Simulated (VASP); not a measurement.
Write the native input for VASP 6.6.1 that does the following.

- Task: relaxation of cell and atoms
- Functional: PBE
- Potentials or basis: VASP PAW PBE potentials, release 64 (Hf_pv, Te)
- Cutoff: 600 eV
- k mesh: 5 × 5 × 1
- Occupations: gaussian, width 0.2 eV
- Spin: no spin polarisation
- Dipole correction: no
- Further INCAR settings: ALGO = Normal; EDIFF = 1e-06; IBRION = 2; EDIFFG = -0.08; NSW = 36; ISIF = 3

The structure of Hf4Te lies in POSCAR:

```
Hf4Te
1.0
    3.4000000000      0.0000000000      0.0000000000
    0.0000000000      3.4000000000      0.0000000000
    0.0000000000      0.0000000000     18.6000000000
Hf Te
8 2
Direct
    0.0000000000      0.5000000000      0.7300000000
    0.5000000000      0.0000000000      0.6400000000
    0.5000000000      0.0000000000      0.8200000000
    0.0000000000      0.5000000000      0.5450000000
    0.5000000000      0.0000000000      0.4550000000
    0.5000000000      0.0000000000      0.2700000000
    0.0000000000      0.5000000000      0.3600000000
    0.0000000000      0.5000000000      0.1800000000
    0.0000000000      0.5000000000      0.9150000000
    0.5000000000      0.0000000000      0.0850000000
```

One way to write it, as run:

INCAR

```
  PREC = Accurate
  ENCUT = 600
  EDIFF = 1E-6
  ISMEAR = 0
  SIGMA = 0.2
  LREAL = False
  LASPH = True
  NELM = 60
  ALGO = Normal
  ISIF = 3
  LWAVE = False
  LCHARG = False
  GGA = PE
  IBRION = 2
  NSW = 36
  EDIFFG = -0.08
```

KPOINTS

```
regular mesh
0
Gamma
  5 5 1
```

Potentials or basis: VASP PAW PBE potentials, release 64 (Hf_pv, Te).

The run is started by

```bash
$ cat potpaw_PBE.64/Hf_pv/POTCAR potpaw_PBE.64/Te/POTCAR > POTCAR
$ mpirun -np 1 vasp_std > vasp.out
```

Results of the run:

| Quantity | Value |
| --- | --- |
| Relaxed volume | 24.17 Å³/atom |
| Relaxed cell | a = 3.743 Å, b = 3.743 Å, c = 17.249 Å, α = 90.00°, β = 90.00°, γ = 90.00° |
| Space group after relaxing (to 0.1 Å) | P4/nmm (No. 129) |
| Energy gained by relaxing | 215.0 meV/atom |
| Ionic steps | 15 |
| Pressure after relaxing | 0.0 GPa |
| Largest force after relaxing | 0.070 eV/Å |
| Band gap on the k mesh | zero (bands 46 and 47 overlap by 1.09 eV) |

Caveat: the k points lie up to 0.36 Å⁻¹ apart in the final cell, too coarse for converged energies and pressures of a metal; spin-orbit coupling is left out, which moves the levels of the heavy elements; this functional lacks dispersion, which binds layers or chains, so the pressure and a relaxed spacing across them are unreliable; the relaxation stopped at a loose force limit of 0.08 eV/Å, so its end isn't a converged minimum.

Run time: 50 min on 1 thread of Intel Xeon 8259CL, with other jobs on the host, peak memory 0.4 GiB.
